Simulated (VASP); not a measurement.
# LiF (Pm-3m) in VASP: further runs, part 2 of 2

VASP 6.6.1. The steps go on from the part before.

**3. Single point, RPBE**

This run uses another cell than the first one, of 8.38 Å³/atom, 1.118 times its volume.

The input, INCAR:

```
SYSTEM = LiF
PREC = Accurate
ENCUT = 520
EDIFF = 1E-6
ISMEAR = 0
SIGMA = 0.1
LREAL = .FALSE.
LASPH = .TRUE.
NELM = 60
ALGO = Normal
ISIF = 2
LWAVE = .FALSE.
LCHARG = .FALSE.
GGA = RP
NBANDS = 12
```

The input, KPOINTS:

```
Automatic mesh
0
G
  10 10 10
  0 0 0
```

The input, POSCAR:

```
LiF
1.0
    2.5595330000      0.0000000000      0.0000000000
    0.0000000000      2.5595330000      0.0000000000
    0.0000000000      0.0000000000      2.5595330000
F Li
1 1
Direct
    0.5000000000      0.5000000000      0.5000000000
    0.0000000000      0.0000000000      0.0000000000
```

Potentials or basis: VASP PAW PBE potentials, release 64 (F, Li_sv).

Run with:

```bash
> cat potpaw_PBE.64/F/POTCAR potpaw_PBE.64/Li_sv/POTCAR > POTCAR
> mpirun -np 1 vasp_std > vasp.out
```

OUTCAR:

```text
SYSTEM = LiF
   PREC = Accurate
   ENCUT = 520
   EDIFF = 1E-6
   ISMEAR = 0
   LREAL = .FALSE.
   LASPH = .TRUE.
   NELM = 60
   ISIF = 2
   GGA = RP

 ion  position               nearest neighbor table
   1  0.500  0.500  0.500-   2 2.22   2 2.22   2 2.22   2 2.22   2 2.22   2 2.22   2 2.22   2 2.22

   2  0.000  0.000  0.000-   1 2.22   1 2.22   1 2.22   1 2.22   1 2.22   1 2.22   1 2.22   1 2.22

  LATTYP: Found a simple cubic cell.
 ALAT       =     2.5595330000

  Lattice vectors:

 A1 = (   2.5595330000,   0.0000000000,   0.0000000000)
 A2 = (   0.0000000000,   2.5595330000,   0.0000000000)
 A3 = (   0.0000000000,   0.0000000000,   2.5595330000)

Analysis of symmetry for initial positions (statically):
=====================================================================
 Subroutine PRICEL returns:
 Original cell was already a primitive cell.

 Routine SETGRP: Setting up the symmetry group for a
 simple cubic supercell.

 Subroutine GETGRP returns: Found 48 space group operations
 (whereof 48 operations were pure point group operations)
 out of a pool of 48 trial point group operations.

The static configuration has the point symmetry O_h .

Analysis of symmetry for dynamics (positions and initial velocities):
=====================================================================
 Subroutine PRICEL returns:
 Original cell was already a primitive cell.

 Routine SETGRP: Setting up the symmetry group for a
 simple cubic supercell.

 Subroutine GETGRP returns: Found 48 space group operations
 (whereof 48 operations were pure point group operations)
 out of a pool of 48 trial point group operations.

The dynamic configuration has the point symmetry O_h .

 Subroutine INISYM returns: Found 48 space group operations
 (whereof 48 operations are pure point group operations),
 and found     1 'primitive' translations

----------------------------------------------------------------------------------------

                                     Primitive cell

  volume of cell :      16.7680

  direct lattice vectors                    reciprocal lattice vectors
     2.559533000  0.000000000  0.000000000     0.390696272  0.000000000  0.000000000
     0.000000000  2.559533000  0.000000000     0.000000000  0.390696272  0.000000000
     0.000000000  0.000000000  2.559533000     0.000000000  0.000000000  0.390696272

  length of vectors
     2.559533000  2.559533000  2.559533000     0.390696272  0.390696272  0.390696272

  position of ions in fractional coordinates (direct lattice)
     0.500000000  0.500000000  0.500000000
     0.000000000  0.000000000  0.000000000

  ion indices of the primitive-cell ions
   primitive index   ion index
                 1           1
                 2           2

----------------------------------------------------------------------------------------

 KPOINTS: Automatic mesh

Automatic generation of k-mesh.
 Grid dimensions read from file:
 generate k-points for:   10   10   10

 Generating k-lattice:

  Cartesian coordinates                     Fractional coordinates (reciprocal lattice)
     0.039069627  0.000000000  0.000000000     0.100000000  0.000000000  0.000000000
     0.000000000  0.039069627  0.000000000     0.000000000  0.100000000  0.000000000
     0.000000000  0.000000000  0.039069627     0.000000000  0.000000000  0.100000000

  Length of vectors
     0.039069627  0.039069627  0.039069627

  Shift w.r.t. Gamma in fractional coordinates (k-lattice)
     0.000000000  0.000000000  0.000000000

 Subroutine IBZKPT returns following result:
 ===========================================

 Found     56 irreducible k-points:

 Following reciprocal coordinates:
            Coordinates               Weight
  0.000000  0.000000  0.000000      1.000000
  0.100000  0.000000  0.000000      6.000000
  0.200000  0.000000  0.000000      6.000000
  0.300000  0.000000  0.000000      6.000000
  0.400000  0.000000  0.000000      6.000000
  0.500000  0.000000  0.000000      3.000000
[... 16 lines left out ...]
  0.200000  0.100000  0.100000     24.000000
  0.300000  0.100000  0.100000     24.000000
 [... further k-points ...]
   k-points           NKPTS =     56   k-points in BZ     NKDIM =     56   number of bands    NBANDS=     12
   number of dos      NEDOS =    301   number of ions     NIONS =      2
   total plane-waves  NPLWV =   8000
   dimension x,y,z NGX =    20 NGY =   20 NGZ =   20
   dimension x,y,z NGXF=    40 NGYF=   40 NGZF=   40
   ions per type =               1   1
   NGX,Y,Z   is equivalent  to a cutoff of  12.99, 12.99, 12.99 a.u.
   NGXF,Y,Z  is equivalent  to a cutoff of  25.98, 25.98, 25.98 a.u.
 SYSTEM =  LiF
   PREC   = accura    normal or accurate (medium, high low for compatibility)
   ISTART =      0    job   : 0-new  1-cont  2-samecut
   ICHARG =      2    charge: 1-file 2-atom 10-const
   ISPIN  =      1    spin polarized calculation?
   LNONCOLLINEAR =      F non collinear calculations
   LSORBIT =      F    spin-orbit coupling
   LASPH  =      T    aspherical Exc in radial PAW
   ENCUT  =  520.0 eV  38.22 Ry    6.18 a.u.   4.76  4.76  4.76*2*pi/ulx,y,z
   NELM   =     60;   NELMIN=  2; NELMDL= -5     # of ELM steps
   EDIFF  = 0.1E-05   stopping-criterion for ELM
   LREAL  =      F    real-space projection
   EDIFFG = 0.1E-04   stopping-criterion for IOM
   NSW    =      0    number of steps for IOM
   IBRION =     -1    ionic relax: 0-MD 1-quasi-New 2-CG
   NFREE  =      0    steps in history (QN), initial steepest desc. (CG)
   ISIF   =      2    stress and relaxation
   ISYM   =      2    0-nonsym 1-usesym 2-fastsym
   POTIM  = 0.5000    time-step for ionic-motion
   TEBEG  =    0.0;   TEEND  =   0.0 temperature during run
   PSTRESS=    0.0 pullay stress
   NELECT =      10.0000    total number of electrons
   NUPDOWN=      -1.0000    fix difference up-down
   EMIN   =  10.00;   EMAX   =-10.00  energy-range for DOS
   EFERMI =   0.00;   METHOD = LEGACY
   ISMEAR =     0;   SIGMA  =   0.10  broadening in eV -4-tet -1-fermi 0-gaus
   EFERMI_NEDOS =   21; number of points for ismear=-14 and -15
   IALGO  =     38    algorithm
   IMIX   =      4    mixing-type and parameters
     AMIX     =   0.40;   BMIX     =  1.00
     AMIX_MAG =   1.60;   BMIX_MAG =  1.00
  volume/ion in A,a.u.               =       8.38        56.58
  Fermi-wavevector in a.u.,A,eV,Ry     =   1.377994  2.604032 25.835673  1.898868
  Thomas-Fermi vector in A             =   2.503097
   LORBIT       =      0    0 simple, 1 ext, 2 COOP (PROOUT), +10 PAW based schemes
   GGA     = RP    functional components
   LHFCALC =     F    Hartree Fock is set to
   AEXX    =    0.0000 exact exchange contribution
   IVDW    =     0    specifies the selected vdW correction
   LEPSILON=     F    determine dielectric tensor
   LRPA    =     F    only Hartree local field effects (RPA)
 non-spin polarized calculation
 Gauss-broadening in eV      SIGMA  =   0.10
  energy-cutoff  :      520.00
  volume of cell :       16.77
 maximum number of plane-waves:       468
 NGX is ok and might be reduce to    20
   NGX =  9   NGY =  9   NGZ =  9

 number of electron      10.0000016 magnetization

 Free energy of the ion-electron system (eV)
  ---------------------------------------------------
  ext. energy  EPLUGINS =         0.00000000
  ---------------------------------------------------
  free energy    TOTEN  =        -8.61766000 eV

  energy without entropy =       -8.61766000  energy(sigma->0) =       -8.61766000

 E-fermi :   0.9036     XC(G=0):  -9.6195

 val. band max:        0.2684699563   @ k =   0.5000   0.5000   0.0000
 cond. band min:       8.0100001515   @ k =   0.0000   0.0000   0.0000
 fundamental gap:      7.7415301952
 Fermi energy:         0.9036465080

 k-point     1 :       0.0000    0.0000    0.0000
  band No.  band energies     occupation
      1     -42.9254      2.00000
      2     -20.6274      2.00000
      3      -0.3918      2.00000
      4      -0.3918      2.00000
      5      -0.3918      2.00000
      6       8.0100      0.00000
      7      19.3294      0.00000
      8      19.3294      0.00000
      9      21.5219      0.00000
     10      21.5219      0.00000
     11      21.5219      0.00000
     12      38.6739      0.00000
[... 331 lines left out ...]
 k-point    24 :       0.3000    0.1000    0.1000
  band No.  band energies     occupation
      1     -42.8891      2.00000
      2     -20.2500      2.00000
      3      -2.3768      2.00000
      4      -0.5199      2.00000
      5      -0.3750      2.00000
      6       9.9062      0.00000
      7      15.1914      0.00000
      8      18.2525      0.00000
      9      21.2493      0.00000
     10      24.2985      0.00000
     11      30.2666      0.00000
     12      30.2676      0.00000

 [... further k-points ...]
[... 5 lines left out ...]
  --------------------------------------------------------------------------------------
  -------------------------------------------------------------------------------------
  Total        0.3353132      0.3353132      0.3353132      0.0000000      0.0000000     -0.0000000
  in kB       32.0390061     32.0390061     32.0390061      0.0000000      0.0000000     -0.0000000
  external PRESSURE =      32.0390061 kB  Pullay stress =       0.0000000 kB

 VOLUME and BASIS-vectors are now :
 -----------------------------------------------------------------------------
  energy-cutoff  :      520.00
  volume of cell :       16.77
      direct lattice vectors                 reciprocal lattice vectors
     2.559533000  0.000000000  0.000000000     0.390696272  0.000000000  0.000000000
     0.000000000  2.559533000  0.000000000     0.000000000  0.390696272  0.000000000
     0.000000000  0.000000000  2.559533000     0.000000000  0.000000000  0.390696272

 POSITION                                       TOTAL-FORCE (eV/Angst)
 -----------------------------------------------------------------------------------
      1.27977      1.27977      1.27977         0.000000      0.000000      0.000000
      0.00000      0.00000      0.00000         0.000000      0.000000      0.000000
 -----------------------------------------------------------------------------------
    total drift:                                0.000000      0.000000      0.000000

  FREE ENERGIE OF THE ION-ELECTRON SYSTEM (eV)
  ---------------------------------------------------
  free  energy   TOTEN  =        -8.6176600046 eV

  energy  without entropy=       -8.6176600046  energy(sigma->0) =       -8.61766000
```

It took 8 s on 1 thread of Intel Xeon Platinum 8488C (Sapphire Rapids), shared host; peak memory 0.12 GiB.

What came out:

```yaml
Free_energy: -8.6177 eV
Band_gap_on_the_k_mesh: 7.74 eV, indirect (least direct gap 8.40 eV)
```

Levels at points of the mesh, in eV from the valence-band top:
```
           k point  band 3  band 4  band 5  band 6  band 7  band 8
(0.00, 0.00, 0.00)   -0.66   -0.66   -0.66    7.74   19.06   19.06
(0.50, 0.00, 0.00)   -3.62   -0.27   -0.27    9.36   14.24   20.61
(0.50, 0.50, 0.00)   -3.20   -3.20    0.00   13.61   13.91   13.91
(0.50, 0.50, 0.50)   -2.23   -2.23   -2.23   11.40   11.40   11.40
```

Caveat: the cutoff is under 1.25 times the usual one of these potentials, so pressure, stress and relaxed cells hold a basis-set (Pulay) error; the PAW data sets were made with another functional, which shifts forces and pressure a little. A k mesh can miss the band edges.

**4. Single point, PBE**

This run uses another cell than the first one, of 8.38 Å³/atom, 1.118 times its volume.

The input, INCAR:

```
PREC = Accurate
ENCUT = 520
EDIFF = 1E-6
ISMEAR = 0
SIGMA = 0.05
LREAL = F
LASPH = T
NELM = 60
ALGO = Normal
ISIF = 2
LWAVE = F
LCHARG = F
GGA = PE
NBANDS = 12
```

The input, KPOINTS:

```
Automatic mesh
0
Gamma
  10 10 10
```

POSCAR is that of step 3.

Run with:

```bash
> cat potpaw_PBE.64/F/POTCAR potpaw_PBE.64/Li_sv/POTCAR > POTCAR
> mpirun -np 1 vasp_std > vasp.out
```

It took 7.6 s on 1 thread of Intel Xeon Platinum 8488C (Sapphire Rapids), shared host; peak memory 0.12 GiB.

Results (log left out):

```yaml
Free_energy: -9.0487 eV
Band_gap_on_the_k_mesh: 7.51 eV, indirect (least direct gap 8.18 eV)
```

Levels at points of the mesh, in eV from the valence-band top:
```tsv
k point	band 3	band 4	band 5	band 6	band 7	band 8
(0.00, 0.00, 0.00)	-0.67	-0.67	-0.67	7.51	18.84	18.84
(0.50, 0.00, 0.00)	-3.67	-0.28	-0.28	9.12	14.00	20.28
(0.50, 0.50, 0.00)	-3.24	-3.24	0.00	13.35	13.65	13.65
(0.50, 0.50, 0.50)	-2.25	-2.25	-2.25	11.12	11.12	11.12
```

Caveat: the cutoff is under 1.25 times the usual one of these potentials, so pressure, stress and relaxed cells hold a basis-set (Pulay) error. A k mesh can miss the band edges.

**5. Single point, LDA**

This run uses another cell than the first one, of 8.38 Å³/atom, 1.118 times its volume.

The input, INCAR:

```
ALGO = Normal
EDIFF = 1E-6
ENCUT = 520
GGA = CA
ISIF = 2
ISMEAR = 0
LASPH = T
LCHARG = F
LREAL = F
LWAVE = F
NBANDS = 12
NELM = 100
PREC = Accurate
SIGMA = 0.05
```

The input, KPOINTS:

```
k-points
0
Gamma
  10 10 10
```

POSCAR is that of step 4.

Potentials or basis: VASP PAW LDA potentials, release 64 (F, Li_sv).

Run with:

```bash
> cat potpaw_LDA.64/F/POTCAR potpaw_LDA.64/Li_sv/POTCAR > POTCAR
> mpirun -np 1 vasp_std > vasp.out
```

OUTCAR:

```text
EDIFF = 1E-6
   ENCUT = 520
   GGA = CA
   ISIF = 2
   ISMEAR = 0
   LASPH = T
   LREAL = F
   NELM = 100
   PREC = Accurate

 ion  position               nearest neighbor table
   1  0.500  0.500  0.500-   2 2.22   2 2.22   2 2.22   2 2.22   2 2.22   2 2.22   2 2.22   2 2.22

   2  0.000  0.000  0.000-   1 2.22   1 2.22   1 2.22   1 2.22   1 2.22   1 2.22   1 2.22   1 2.22

  LATTYP: Found a simple cubic cell.
 ALAT       =     2.5595330000

  Lattice vectors:

 A1 = (   2.5595330000,   0.0000000000,   0.0000000000)
 A2 = (   0.0000000000,   2.5595330000,   0.0000000000)
[... 538 lines left out ...]
      8      17.0930      0.00000
      9      20.0847      0.00000
     10      23.2053      0.00000
     11      29.1051      0.00000
     12      29.1766      0.00000

 [... further k-points ...]
[... 5 lines left out ...]
  --------------------------------------------------------------------------------------
  -------------------------------------------------------------------------------------
  Total       -0.8321884     -0.8321884     -0.8321884      0.0000000      0.0000000      0.0000000
  in kB      -79.5151829    -79.5151829    -79.5151829      0.0000000      0.0000000      0.0000000
  external PRESSURE =     -79.5151829 kB  Pullay stress =       0.0000000 kB

 VOLUME and BASIS-vectors are now :
 -----------------------------------------------------------------------------
  energy-cutoff  :      520.00
  volume of cell :       16.77
      direct lattice vectors                 reciprocal lattice vectors
     2.559533000  0.000000000  0.000000000     0.390696272  0.000000000  0.000000000
     0.000000000  2.559533000  0.000000000     0.000000000  0.390696272  0.000000000
     0.000000000  0.000000000  2.559533000     0.000000000  0.000000000  0.390696272

 POSITION                                       TOTAL-FORCE (eV/Angst)
 -----------------------------------------------------------------------------------
      1.27977      1.27977      1.27977         0.000000      0.000000      0.000000
      0.00000      0.00000      0.00000         0.000000      0.000000      0.000000
 -----------------------------------------------------------------------------------
    total drift:                                0.000000      0.000000      0.000000

  FREE ENERGIE OF THE ION-ELECTRON SYSTEM (eV)
  ---------------------------------------------------
  free  energy   TOTEN  =        -9.8700550811 eV

  energy  without entropy=       -9.8700550811  energy(sigma->0) =       -9.87005508
```

Run time: 7.7 s. Hardware: 1 thread of Intel Xeon Platinum 8488C (Sapphire Rapids), shared host; peak memory 0.12 GiB.

What came out:

| Quantity | Value |
| --- | --- |
| Free energy | -9.8701 eV |
| Band gap on the k mesh | 7.30 eV, indirect (least direct gap 7.99 eV) |

Caveat: the cutoff is under 1.25 times the usual one of these potentials, so pressure, stress and relaxed cells hold a basis-set (Pulay) error. A k mesh can miss the band edges.

**6. Single point, RPBE+D3(BJ)**

This run uses another cell than the first one, of 8.38 Å³/atom, 1.118 times its volume.

The input, INCAR:

```
PREC = Accurate
ENCUT = 520
EDIFF = 1E-6
ISMEAR = 0
SIGMA = 0.1
LREAL = F
LASPH = T
NELM = 60
ALGO = Normal
ISIF = 2
LWAVE = F
LCHARG = F
GGA = RP
IVDW = 12
NBANDS = 12
```

The input, KPOINTS:

```
regular mesh
0
Gamma
  10 10 10
```

POSCAR is that of step 5.

Potentials or basis: VASP PAW PBE potentials, release 64 (F, Li_sv).

Run with:

```bash
> cat potpaw_PBE.64/F/POTCAR potpaw_PBE.64/Li_sv/POTCAR > POTCAR
> mpirun -np 1 vasp_std > vasp.out
```

It took 8.9 s on 1 thread of Intel Xeon Platinum 8488C (Sapphire Rapids), shared host; peak memory 0.13 GiB.

It converged, with:

* Free energy: -10.0152 eV
* Band gap on the k mesh: 7.74 eV, indirect (least direct gap 8.40 eV)
* Dispersion energy per atom: -0.699 eV

Levels at points of the mesh, in eV from the valence-band top:
```
           k point  band 3  band 4  band 5  band 6  band 7  band 8
(0.00, 0.00, 0.00)   -0.66   -0.66   -0.66    7.74   19.06   19.06
(0.50, 0.00, 0.00)   -3.62   -0.27   -0.27    9.36   14.24   20.61
(0.50, 0.50, 0.00)   -3.20   -3.20    0.00   13.61   13.91   13.91
(0.50, 0.50, 0.50)   -2.23   -2.23   -2.23   11.40   11.40   11.40
```

Caveat: the cutoff is under 1.25 times the usual one of these potentials, so pressure, stress and relaxed cells hold a basis-set (Pulay) error; the PAW data sets were made with another functional, which shifts forces and pressure a little.

**7. The runs side by side**

```tsv
level	potentials or basis	cell	smearing	gap on the mesh (eV)
LDA	VASP PAW LDA potentials, release 64 (F, Li_sv)	a = 2.466 Å, 2 atoms	gaussian 0.1 eV	8.29
RPBE	VASP PAW PBE potentials, release 64 (F, Li_sv)	a = 2.560 Å, 2 atoms	gaussian 0.1 eV	7.74
PBE	VASP PAW PBE potentials, release 64 (F, Li_sv)	a = 2.560 Å, 2 atoms	gaussian 0.05 eV	7.51
LDA	VASP PAW LDA potentials, release 64 (F, Li_sv)	a = 2.560 Å, 2 atoms	gaussian 0.05 eV	7.30
RPBE+D3(BJ)	VASP PAW PBE potentials, release 64 (F, Li_sv)	a = 2.560 Å, 2 atoms	gaussian 0.1 eV	7.74
```

Alike in all rows: task single point; no spin polarisation; k mesh 10 × 10 × 10; cutoff (eV) 520.

Caveats: the cutoff is under 1.25 times the usual one of these potentials, so pressure, stress and relaxed cells hold a basis-set (Pulay) error; the PAW data sets were made with another functional, which shifts forces and pressure a little (some runs).

Total energies depend on the potentials used, so only differences within one code and one set of settings carry meaning.
